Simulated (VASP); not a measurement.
A run of VASP 6.6.1:

INCAR

```
PREC = Accurate
ENCUT = 520
EDIFF = 1E-6
ISMEAR = 0
SIGMA = 0.01
LREAL = False
LASPH = True
NELM = 60
ALGO = Normal
ISIF = 2
LWAVE = False
LCHARG = False
NBANDS = 11
```

Contents of KPOINTS:

```
regular mesh
0
Gamma
  10 10 10
```

File POSCAR:

```
MgO
1.0
    2.0642571146      2.0642571146      0.0000000000
   -2.0642571146      2.0642571146      0.0000000000
    0.0000000000      2.0642571146      2.0642571146
Mg O
1 1
Direct
    0.0000000000      0.0000000000      0.0000000000
    0.5000000000      0.5000000000      0.0000000000
```

Potentials or basis: VASP PAW LDA potentials, release 64 (Mg, O).

Command:

```console
$ cat potpaw_LDA.64/Mg/POTCAR potpaw_LDA.64/O/POTCAR > POTCAR
$ mpirun -np 1 vasp_std > vasp.out
```

Hardware: 1 thread of Intel Xeon 6975P-C, on a shared host.

Task: How long does it take, and how much memory?

Result: Wall time 3.7 s on 1 thread of Intel Xeon 6975P-C (shared host), peak memory 0.13 GiB. Counts: scf iterations 11, k points 47.
